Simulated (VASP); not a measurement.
Here is a VASP 6.6.1 calculation.

The input INCAR:

```
SYSTEM = BP
PREC = Accurate
ENCUT = 520
EDIFF = 1E-6
ISMEAR = 0
SIGMA = 0.05
LREAL = .False.
LASPH = .True.
NELM = 100
ALGO = Normal
ISIF = 2
LWAVE = .False.
LCHARG = .False.
GGA = PS
NBANDS = 11
```

File KPOINTS:

```
Automatic mesh
0
Gamma
  8 8 8
  0 0 0
```

The input POSCAR:

```
BP
1.0
    0.0000000000      2.2751190761      2.2751190761
    2.2751190761      0.0000000000      2.2751190761
    2.2751190761      2.2751190761      0.0000000000
B P
1 1
Direct
    0.0000000000      0.0000000000      0.0000000000
    0.7500000000      0.7500000000      0.7500000000
```

Potentials or basis: VASP PAW PBE potentials, release 64 (B, P).

The run is started by

```bash
$ cat potpaw_PBE.64/B/POTCAR potpaw_PBE.64/P/POTCAR > POTCAR
$ mpirun -np 1 vasp_std > vasp.out
```

(1) Predict the pressure.

(2) Estimate the band gap on the k mesh.

Results:

(1) -3.1 GPa.

(2) 1.17 eV, indirect (least direct gap 3.34 eV).

Caveat: the PAW data sets were made with another functional, which shifts forces and pressure a little.
